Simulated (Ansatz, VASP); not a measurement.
## NiO2 in VASP and in Ansatz

```
CELL_PARAMETERS angstrom
2.78334 0.00000 0.00000
-1.39167 2.38634 0.00000
0.00000 0.00000 10.84305
ATOMIC_POSITIONS crystal
Ni 0.00000 0.00000 0.00000
Ni 0.00000 0.00000 0.50000
O 0.66667 0.33333 0.08609
O 0.66667 0.33333 0.41391
O 0.33333 0.66667 0.91391
O 0.33333 0.66667 0.58609
```

Change from the starting cell: strain -0.0100 x Voigt [0, 1, 0, 0, 0, 0], atoms carried along.

Alike in both runs: task single point; functional PBEsol; k mesh 12 × 12 × 4; occupations gaussian, width 0.05 eV; no spin polarisation.

|  | VASP | Ansatz |
| --- | --- | --- |
| version | VASP 6.6.1 | Ansatz 0.2.0 |
| potentials or method | VASP PAW PBE potentials, release 64 (Ni, O), cutoff 520 eV | scalar-relativistic, plane waves, PAW |
| valence electrons in the cell | 44 | 60 |

VASP gave:

| Quantity | Value |
| --- | --- |
| gap on the k mesh at the Fermi level (eV) | 1.15 |
| least direct gap on the mesh (eV) | 1.40 |
| pressure (GPa) | 2.7 |
| traceless stress, the component that is largest in VASP (GPa) | 1.89 |
| rms of the force components (eV/Å) | 0.097 |

Question: Estimate Ansatz's values.

Answer: gap on the k mesh at the Fermi level (eV): 1.17; least direct gap on the mesh (eV): 1.42; pressure (GPa): 2.1; traceless stress, the component that is largest in VASP (GPa): 1.75; rms of the force components (eV/Å): 0.066.

VASP's potentials were made for PBE, not for PBEsol. Atom by atom the forces differ by 0.032 eV/Å (rms over components). VASP's potentials hold 44 valence electrons a cell and Ansatz's 60, so a difference there can come from the potentials and not from the codes.
